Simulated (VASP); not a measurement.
YIn, 2 atoms in the cell. The structure is tetragonal, space group P4/mmm (No. 123). Conventional cell: a = 3.591 Å, b = 3.591 Å, c = 4.082 Å, α = 90.00°, β = 90.00°, γ = 90.00°. Y (site symmetry 4/mmm) has 8 In at 3.26 Å and 6 Y at 3.59 to 4.08 Å within 4.3 Å. Within 4.3 Å of In (site symmetry 4/mmm) lie 8 Y at 3.26 Å and 6 In at 3.59 to 4.08 Å.  This cell differs from its parent crystal: ratio of the length along z to the lengths across it x 0.96, volume and fractional coordinates fixed.

```yaml
Program: VASP 6.6.1
Task: single point
Functional: PBEsol
Potentials_or_basis: VASP PAW PBE potentials, release 64 (Y_sv, In_d)
Cutoff: 520 eV
k_mesh: 16 × 16 × 12
Occupations: gaussian, width 0.15 eV
Spin: no spin polarisation
Dipole_correction: no
Further_INCAR_settings: ALGO = Fast; EDIFF = 1e-06; NBANDS = 19
```

Potentials or basis: VASP PAW PBE potentials, release 64 (Y_sv, In_d).

Run with:

```console
$ cat potpaw_PBE.64/Y_sv/POTCAR potpaw_PBE.64/In_d/POTCAR > POTCAR
$ mpirun -np 1 vasp_std > vasp.out
```

Hardware: 1 thread of Intel(R) Xeon(R) Platinum 8375C CPU @ 2.90GHz (Ice Lake) (shared host).

Task: Estimate the wall time of this run.

Result: Run time: 8.9 min on 1 thread of Intel(R) Xeon(R) Platinum 8375C CPU @ 2.90GHz (Ice Lake), on a shared host, peak memory 0.46 GiB. Counts: scf iterations 23, k points 315.
